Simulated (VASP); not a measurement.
Input of a VASP 6.6.1 run:

Contents of INCAR:

```
SYSTEM = Al3Cu2
PREC     = Accurate       ! precision mode
ENCUT    = 520            ! plane-wave cutoff, eV
EDIFF    = 1E-7           ! SCF threshold, eV
ISMEAR   = 0              ! smearing method
SIGMA    = 0.15           ! smearing width, eV
LREAL    = .False.        ! projectors in reciprocal space
LASPH    = .True.         ! aspherical terms in the spheres
NELM     = 100            ! most SCF steps
ALGO     = Fast           ! electronic algorithm
ISIF     = 2              ! what is computed and relaxed
LWAVE    = .False.        ! write WAVECAR
LCHARG   = .False.        ! write CHGCAR
GGA      = PS             ! functional
NBANDS   = 24             ! bands
```

Contents of KPOINTS:

```
Automatic mesh
0
Gamma
  18 18 12
  0 0 0
```

File POSCAR:

```
Al3Cu2
1.0
    4.2140990015      0.0000000000      0.0000000000
   -2.1070495007      3.6495167893      0.0000000000
    0.0000000000      0.0000000000      4.7127137918
Al Cu
3 2
Direct
    0.0000000000      0.0000000000      0.0000000000
    0.3333333333      0.6666666667      0.3515059809
    0.6666666667      0.3333333333      0.6484940191
    0.3333333333      0.6666666667      0.8422899817
    0.6666666667      0.3333333333      0.1577100183
```

Potentials or basis: VASP PAW PBE potentials, release 64 (Al, Cu).

Command:

```console
$ cat potpaw_PBE.64/Al/POTCAR potpaw_PBE.64/Cu/POTCAR > POTCAR
$ mpirun -np 1 vasp_std > vasp.out
```

Problem. Predict the pressure.

Solution. 2.0 GPa.

Problem. What does it give for the largest force?

Solution. 0.376 eV/Å.

Stress tensor (GPa, compression positive):
```
-4.06  0.00  0.00
 0.00 -4.06  0.00
 0.00  0.00 13.98
```

Caveat: the PAW data sets were made with another functional, which shifts forces and pressure a little.
